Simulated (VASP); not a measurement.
## Hf: single point with PBEsol

Hf:

```
CELL_PARAMETERS angstrom
-1.78695 1.78695 1.80500
1.78695 -1.78695 1.80500
1.78695 1.78695 -1.80500
ATOMIC_POSITIONS crystal
Hf 0.00000 0.00000 0.00000
```

This cell differs from its parent crystal: equal xx and yy strain of -1 %.

```json
{
  "Program": "VASP 6.6.1",
  "Task": "single point",
  "Functional": "PBEsol",
  "Potentials or basis": "VASP PAW PBE potentials, release 64 (Hf_pv)",
  "Cutoff": "520 eV",
  "k mesh": "14 × 14 × 14",
  "Occupations": "fermi-dirac, width 0.05 eV",
  "Spin": "no spin polarisation"
}
```

```
Pressure               : -7.8 GPa
Band gap on the k mesh : zero (band 5 reaches 5.67 eV, above the bottom of band 6 at 3.49 eV)
```

Stress tensor (GPa, compression positive):
```
-7.99  0.00  0.00
 0.00 -7.99  0.00
 0.00  0.00 -7.37
```

Levels at points of the mesh, in eV from the Fermi level:
```
           k point  band 2  band 3  band 4  band 5  band 6  band 7  band 8  band 9
(0.00, 0.00, 0.00)  -29.89  -29.89   -6.93    1.46    1.46    1.57    4.13    4.28
(0.50, 0.00, 0.00)  -30.13  -29.89   -3.28   -0.41    0.97    3.95    4.97    7.35
(0.50, 0.50, 0.00)  -30.14  -29.90   -3.27   -0.52    1.03    4.10    5.03    7.37
(0.50, 0.50, 0.50)  -30.41  -30.41   -2.44   -2.42    6.54    6.58    6.58    6.85
```

Wall time 12 s on 1 thread of Intel(R) Xeon(R) 6975P-C (Granite Rapids), with other jobs on the host, peak memory 0.18 GiB.

Caveat: the cell differs from its parent crystal (equal xx and yy strain of -1 %); the PAW data sets were made with another functional, which shifts forces and pressure a little; spin-orbit coupling is left out, which moves the levels of the heavy elements.
